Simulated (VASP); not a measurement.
# BAs (zincblende type) (F-43m) in VASP: further runs

BAs (zincblende type) is run at these levels: r2SCAN; tasks: single point.

All numbers are computed with VASP 6.6.1; they aren't measurements. Logs are shortened: lines on timing, memory, paths and dates and some standing lists are left out, and cuts for length are marked.

### Step 1. The cell of the first run

It takes space group F-43m (No. 216, cubic). The conventional cell has a = 3.919 Å, b = 3.919 Å, c = 3.919 Å, α = 90.00°, β = 90.00°, γ = 90.00°. B (site symmetry -43m) has 4 As at 1.70 Å within 2.3 Å. As (site symmetry -43m) has 4 B at 1.70 Å within 2.3 Å.

### Step 2. Single point, r2SCAN (volume scaled by 0.55)

Input file POSCAR:

```
BAs
1.0
    0.0000000000      1.9596994489      1.9596994489
    1.9596994489      0.0000000000      1.9596994489
    1.9596994489      1.9596994489      0.0000000000
B As
1 1
Direct
    0.0000000000      0.0000000000      0.0000000000
    0.2500000000      0.2500000000      0.2500000000
```

Input file INCAR.step1:

```
SYSTEM = BAs
  PREC = Accurate
  ENCUT = 520
  ISMEAR = -1
  SIGMA = 0.05
  LREAL = .False.
  LASPH = .True.
  NELM = 80
  NBANDS = 11
  GGA = PE
  ALGO = Normal
  EDIFF = 1E-4
  LWAVE = .True.
  LCHARG = .False.
```

Input file INCAR.step2:

```
SYSTEM = BAs
  PREC = Accurate
  ENCUT = 520
  EDIFF = 1E-6
  ISMEAR = -1
  SIGMA = 0.05
  LREAL = .False.
  LASPH = .True.
  NELM = 80
  ALGO = Normal
  ISIF = 2
  LWAVE = .False.
  LCHARG = .False.
  METAGGA = R2SCAN
  LMIXTAU = .True.
  NBANDS = 11
  ISTART = 1
```

Input file KPOINTS:

```
regular mesh
0
Gamma
  15 15 15
  0 0 0
```

Potentials or basis: VASP PAW PBE potentials, release 64 (B, As).

The run is started by

```console
> cat potpaw_PBE.64/B/POTCAR potpaw_PBE.64/As/POTCAR > POTCAR
> cp INCAR.step1 INCAR
> mpirun -np 1 vasp_std > vasp.out
> cp INCAR.step2 INCAR
> mpirun -np 1 vasp_std > vasp.out
```

OUTCAR:

```text
SYSTEM = BAs
   PREC = Accurate
   ENCUT = 520
   EDIFF = 1E-6
   ISMEAR = -1
   LREAL = .False.
   LASPH = .True.
   NELM = 80
   ISIF = 2
   METAGGA = R2SCAN
   ISTART = 1

 ion  position               nearest neighbor table
   1  0.000  0.000  0.000-   2 1.70   2 1.70   2 1.70   2 1.70
   2  0.250  0.250  0.250-   1 1.70   1 1.70   1 1.70   1 1.70

  LATTYP: Found a face centered cubic cell.
 ALAT       =     3.9193988978

  Lattice vectors:

 A1 = (   0.0000000000,   1.9596994489,   1.9596994489)
 A2 = (   1.9596994489,   0.0000000000,   1.9596994489)
 A3 = (   1.9596994489,   1.9596994489,   0.0000000000)

Analysis of symmetry for initial positions (statically):
=====================================================================
 Subroutine PRICEL returns:
 Original cell was already a primitive cell.

 Routine SETGRP: Setting up the symmetry group for a
 face centered cubic supercell.

 Subroutine GETGRP returns: Found 24 space group operations
 (whereof 24 operations were pure point group operations)
 out of a pool of 48 trial point group operations.

The static configuration has the point symmetry T_d .

Analysis of symmetry for dynamics (positions and initial velocities):
=====================================================================
 Subroutine PRICEL returns:
 Original cell was already a primitive cell.

 Routine SETGRP: Setting up the symmetry group for a
 face centered cubic supercell.

 Subroutine GETGRP returns: Found 24 space group operations
 (whereof 24 operations were pure point group operations)
 out of a pool of 48 trial point group operations.

The dynamic configuration has the point symmetry T_d .

 Subroutine INISYM returns: Found 24 space group operations
 (whereof 24 operations are pure point group operations),
 and found     1 'primitive' translations

----------------------------------------------------------------------------------------

                                     Primitive cell

  volume of cell :      15.0521

  direct lattice vectors                    reciprocal lattice vectors
     0.000000000  1.959699449  1.959699449    -0.255141165  0.255141165  0.255141165
     1.959699449  0.000000000  1.959699449     0.255141165 -0.255141165  0.255141165
     1.959699449  1.959699449  0.000000000     0.255141165  0.255141165 -0.255141165

  length of vectors
     2.771433539  2.771433539  2.771433539     0.441917460  0.441917460  0.441917460

  position of ions in fractional coordinates (direct lattice)
     0.000000000  0.000000000  0.000000000
     0.250000000  0.250000000  0.250000000

  ion indices of the primitive-cell ions
   primitive index   ion index
                 1           1
                 2           2

----------------------------------------------------------------------------------------

 KPOINTS: regular mesh

Automatic generation of k-mesh.
 Grid dimensions read from file:
 generate k-points for:   15   15   15

 Generating k-lattice:

  Cartesian coordinates                     Fractional coordinates (reciprocal lattice)
    -0.017009411  0.017009411  0.017009411     0.066666667  0.000000000  0.000000000
     0.017009411 -0.017009411  0.017009411     0.000000000  0.066666667  0.000000000
     0.017009411  0.017009411 -0.017009411     0.000000000  0.000000000  0.066666667

  Length of vectors
     0.029461164  0.029461164  0.029461164

  Shift w.r.t. Gamma in fractional coordinates (k-lattice)
     0.000000000  0.000000000  0.000000000

 Subroutine IBZKPT returns following result:
 ===========================================

 Found    120 irreducible k-points:

 Following reciprocal coordinates:
            Coordinates               Weight
  0.000000  0.000000  0.000000      1.000000
  0.066667  0.000000  0.000000      8.000000
  0.133333  0.000000  0.000000      8.000000
  0.200000  0.000000  0.000000      8.000000
  0.266667  0.000000  0.000000      8.000000
  0.333333  0.000000  0.000000      8.000000
[... 16 lines left out ...]
  0.133333  0.133333  0.000000      6.000000
  0.200000  0.133333  0.000000     24.000000
 [... further k-points ...]
   k-points           NKPTS =    120   k-points in BZ     NKDIM =    120   number of bands    NBANDS=     11
   number of dos      NEDOS =    301   number of ions     NIONS =      2
   total plane-waves  NPLWV =  13824
   dimension x,y,z NGX =    24 NGY =   24 NGZ =   24
   dimension x,y,z NGXF=    48 NGYF=   48 NGZF=   48
   ions per type =               1   1
   NGX,Y,Z   is equivalent  to a cutoff of  14.40, 14.40, 14.40 a.u.
   NGXF,Y,Z  is equivalent  to a cutoff of  28.79, 28.79, 28.79 a.u.
 SYSTEM =  BAs
   PREC   = accura    normal or accurate (medium, high low for compatibility)
   ISTART =      1    job   : 0-new  1-cont  2-samecut
   ICHARG =      0    charge: 1-file 2-atom 10-const
   ISPIN  =      1    spin polarized calculation?
   LNONCOLLINEAR =      F non collinear calculations
   LSORBIT =      F    spin-orbit coupling
   LASPH  =      T    aspherical Exc in radial PAW
   ENCUT  =  520.0 eV  38.22 Ry    6.18 a.u.   5.15  5.15  5.15*2*pi/ulx,y,z
   NELM   =     80;   NELMIN=  2; NELMDL=  0     # of ELM steps
   EDIFF  = 0.1E-05   stopping-criterion for ELM
   LREAL  =      F    real-space projection
[... 7 lines left out ...]
   TEBEG  =    0.0;   TEEND  =   0.0 temperature during run
   PSTRESS=    0.0 pullay stress
   NELECT =       8.0000    total number of electrons
   NUPDOWN=      -1.0000    fix difference up-down
   EMIN   =  10.00;   EMAX   =-10.00  energy-range for DOS
   EFERMI =   0.00;   METHOD = LEGACY
   ISMEAR =    -1;   SIGMA  =   0.05  broadening in eV -4-tet -1-fermi 0-gaus
   EFERMI_NEDOS =   21; number of points for ismear=-14 and -15
   IALGO  =     38    algorithm
   IMIX   =      4    mixing-type and parameters
     AMIX     =   0.40;   BMIX     =  1.00
     AMIX_MAG =   1.60;   BMIX_MAG =  1.00
  volume/ion in A,a.u.               =       7.53        50.79
  Fermi-wavevector in a.u.,A,eV,Ry     =   1.326087  2.505941 23.925937  1.758507
  Thomas-Fermi vector in A             =   2.455500
   LORBIT       =      0    0 simple, 1 ext, 2 COOP (PROOUT), +10 PAW based schemes
   METAGGA = R2SCAN    functional components
   LHFCALC =     F    Hartree Fock is set to
   AEXX    =    0.0000 exact exchange contribution
   IVDW    =     0    specifies the selected vdW correction
   LEPSILON=     F    determine dielectric tensor
   LRPA    =     F    only Hartree local field effects (RPA)
 non-spin polarized calculation
  energy-cutoff  :      520.00
  volume of cell :       15.05
 maximum number of plane-waves:       419
 NGX is ok and might be reduce to    24
   NGX = 11   NGY = 11   NGZ = 11

 number of electron       8.0000000 magnetization

 Free energy of the ion-electron system (eV)
  ---------------------------------------------------
  ext. energy  EPLUGINS =         0.00000000
  ---------------------------------------------------
  free energy    TOTEN  =       -15.71495308 eV

  energy without entropy =      -15.71494844  energy(sigma->0) =      -15.71495076

 E-fermi :  14.7756     XC(G=0): -14.0630

 val. band max:       14.4805420072   @ k =   0.0000   0.0000   0.0000
 cond. band min:      15.1021014514   @ k =   0.4667   0.4667   0.0000
 fundamental gap:      0.6215594442
 Fermi energy:        14.7755578616

 k-point     1 :       0.0000    0.0000    0.0000
  band No.  band energies     occupation
      1      -8.8122      2.00000
      2      14.4805      1.99454
      3      14.4805      1.99454
      4      14.4805      1.99454
      5      19.2714      0.00000
      6      19.2714      0.00000
      7      19.2714      0.00000
      8      26.6440      0.00000
      9      30.8552      0.00000
     10      30.9240      0.00000
     11      30.9240      0.00000

 k-point     2 :       0.0667    0.0000    0.0000
  band No.  band energies     occupation
      1      -8.6894      2.00000
      2      13.4106      2.00000
      3      14.2121      1.99997
      4      14.2121      1.99997
      5      19.6202      0.00000
      6      19.6202      0.00000
      7      19.8376      0.00000
      8      26.6347      0.00000
      9      29.5995      0.00000
     10      29.5995      0.00000
     11      30.9947      0.00000

 k-point     3 :       0.1333    0.0000    0.0000
  band No.  band energies     occupation
      1      -8.3211      2.00000
      2      11.1800      2.00000
      3      13.6078      2.00000
      4      13.6078      2.00000
      5      20.3776      0.00000
      6      20.3776      0.00000
      7      20.6851      0.00000
      8      26.5152      0.00000
      9      28.2995      0.00000
     10      28.2995      0.00000
     11      31.2608      0.00000

 k-point     4 :       0.2000    0.0000    0.0000
  band No.  band energies     occupation
      1      -7.7086      2.00000
      2       8.6470      2.00000
      3      12.9420      2.00000
      4      12.9420      2.00000
      5      20.9894      0.00000
      6      20.9894      0.00000
      7      21.2795      0.00000
      8      26.2029      0.00000
      9      27.8379      0.00000
     10      27.8379      0.00000
     11      31.6917      0.00000

 k-point     5 :       0.2667    0.0000    0.0000
  band No.  band energies     occupation
      1      -6.8555      2.00000
      2       6.1092      2.00000
      3      12.3512      2.00000
      4      12.3512      2.00000
      5      21.0611      0.00000
      6      21.0611      0.00000
      7      21.6544      0.00000
      8      25.7610      0.00000
      9      28.5196      0.00000
     10      28.5196      0.00000
     11      32.3499      0.00000
[... 211 lines left out ...]
 k-point    21 :      -0.1333    0.0667    0.0000
  band No.  band energies     occupation
      1      -8.0349      2.00000
      2      10.3729      2.00000
      3      12.0039      2.00000
      4      13.9419      2.00000
      5      20.0809      0.00000
      6      20.8453      0.00000
      7      21.8005      0.00000
      8      25.8153      0.00000
      9      26.8532      0.00000
     10      29.7513      0.00000
     11      32.1382      0.00000

 k-point    22 :      -0.0667    0.0667    0.0000
  band No.  band energies     occupation
      1      -8.4847      2.00000
      2      12.5818      2.00000
      3      12.8340      2.00000
      4      14.3336      1.99971
      5      19.5710      0.00000
      6      20.1560      0.00000
      7      20.8850      0.00000
      8      26.3634      0.00000
      9      27.9477      0.00000
     10      29.6976      0.00000
     11      31.9914      0.00000

 k-point    23 :       0.1333    0.1333    0.0000
  band No.  band energies     occupation
      1      -8.1572      2.00000
      2      12.0446      2.00000
      3      12.0446      2.00000
      4      13.1090      2.00000
      5      17.9141      0.00000
      6      22.3729      0.00000
      7      22.3729      0.00000
      8      23.7739      0.00000
      9      28.8820      0.00000
     10      31.5246      0.00000
     11      33.6525      0.00000

 k-point    24 :       0.2000    0.1333    0.0000
  band No.  band energies     occupation
      1      -7.7077      2.00000
      2      10.3374      2.00000
      3      11.2903      2.00000
      4      12.6694      2.00000
      5      17.8665      0.00000
      6      22.5089      0.00000
      7      23.3850      0.00000
      8      23.4183      0.00000
      9      29.4118      0.00000
     10      31.0890      0.00000
     11      33.4170      0.00000

 [... further k-points ...]
[... 5 lines left out ...]
  --------------------------------------------------------------------------------------
  -------------------------------------------------------------------------------------
  Total       26.0175300     26.0175300     26.0175300     -0.0000000     -0.0000000     -0.0000000
  in kB     2769.3524995   2769.3524995   2769.3524995     -0.0000000     -0.0000000     -0.0000000
  external PRESSURE =    2769.3524995 kB  Pullay stress =       0.0000000 kB

 VOLUME and BASIS-vectors are now :
 -----------------------------------------------------------------------------
  energy-cutoff  :      520.00
  volume of cell :       15.05
      direct lattice vectors                 reciprocal lattice vectors
     0.000000000  1.959699449  1.959699449    -0.255141165  0.255141165  0.255141165
     1.959699449  0.000000000  1.959699449     0.255141165 -0.255141165  0.255141165
     1.959699449  1.959699449  0.000000000     0.255141165  0.255141165 -0.255141165

 POSITION                                       TOTAL-FORCE (eV/Angst)
 -----------------------------------------------------------------------------------
      0.00000      0.00000      0.00000         0.000000     -0.000000     -0.000000
      0.97985      0.97985      0.97985        -0.000000      0.000000      0.000000
 -----------------------------------------------------------------------------------
    total drift:                               -0.000000     -0.000000     -0.000000

  FREE ENERGIE OF THE ION-ELECTRON SYSTEM (eV)
  ---------------------------------------------------
  free  energy   TOTEN  =       -15.7149530823 eV

  energy  without entropy=      -15.7149484379  energy(sigma->0) =      -15.71495076
```

It took 28 s on 1 thread of Intel Xeon 6975P-C (Granite Rapids), shared host; peak memory 0.15 GiB.

What came out:

| Item | Value |
| --- | --- |
| Free energy | -15.7150 eV |
| Pressure | 276.9 GPa |
| Band gap on the k mesh | 0.62 eV, indirect (least direct gap 4.72 eV) |

Caveat: the PAW data sets were made with another functional, which shifts forces and pressure a little. A k mesh can miss the band edges.

### Step 3. Single point, r2SCAN (volume scaled by 0.64)

Input file POSCAR:

```
BAs
1.0
    0.0000000000      2.0612400172      2.0612400172
    2.0612400172      0.0000000000      2.0612400172
    2.0612400172      2.0612400172      0.0000000000
B As
1 1
Direct
    0.0000000000      0.0000000000      0.0000000000
    0.2500000000      0.2500000000      0.2500000000
```

Input file INCAR.step1:

```
PREC     = Accurate       # precision mode
ENCUT    = 520            # plane-wave cutoff, eV
ISMEAR   = -1             # smearing method
SIGMA    = 0.05           # smearing width, eV
LREAL    = False          # projectors in reciprocal space
LASPH    = True           # aspherical terms in the spheres
NELM     = 80             # most SCF steps
NBANDS   = 11             # bands
GGA      = PE             # functional
ALGO     = Normal         # electronic algorithm
EDIFF    = 1E-4           # SCF threshold, eV
LWAVE    = True           # write WAVECAR
LCHARG   = False          # write CHGCAR
```

Input file INCAR.step2:

```
PREC     = Accurate       # precision mode
ENCUT    = 520            # plane-wave cutoff, eV
EDIFF    = 1E-6           # SCF threshold, eV
ISMEAR   = -1             # smearing method
SIGMA    = 0.05           # smearing width, eV
LREAL    = False          # projectors in reciprocal space
LASPH    = True           # aspherical terms in the spheres
NELM     = 80             # most SCF steps
ALGO     = Normal         # electronic algorithm
ISIF     = 2              # what is computed and relaxed
LWAVE    = False          # write WAVECAR
LCHARG   = False          # write CHGCAR
METAGGA  = R2SCAN         # meta-GGA
LMIXTAU  = True         
NBANDS   = 11             # bands
ISTART   = 1
```

Input file KPOINTS:

```
regular mesh
0
Gamma
  15 15 15
```

Potentials or basis: VASP PAW PBE potentials, release 64 (B, As).

The run is started by

```console
> cat potpaw_PBE.64/B/POTCAR potpaw_PBE.64/As/POTCAR > POTCAR
> cp INCAR.step1 INCAR
> mpirun -np 1 vasp_std > vasp.out
> cp INCAR.step2 INCAR
> mpirun -np 1 vasp_std > vasp.out
```

Run time: 29 s. Hardware: 1 thread of Intel Xeon 6975P-C (Granite Rapids), shared host; peak memory 0.16 GiB.

It converged, with:

```
Free energy            : -18.9453 eV
Pressure               : 154.8 GPa
Band gap on the k mesh : 0.84 eV, indirect (least direct gap 4.26 eV)
```

Levels at points of the mesh, in eV from the valence-band top:
| k point | band 1 | band 2 | band 3 | band 4 | band 5 | band 6 | band 7 | band 8 |
| --- | --- | --- | --- | --- | --- | --- | --- | --- |
| (0.00, 0.00, 0.00) | -21.19 | 0.00 | 0.00 | 0.00 | 4.26 | 4.26 | 4.26 | 10.85 |

Caveat: the PAW data sets were made with another functional, which shifts forces and pressure a little. A k mesh can miss the band edges.
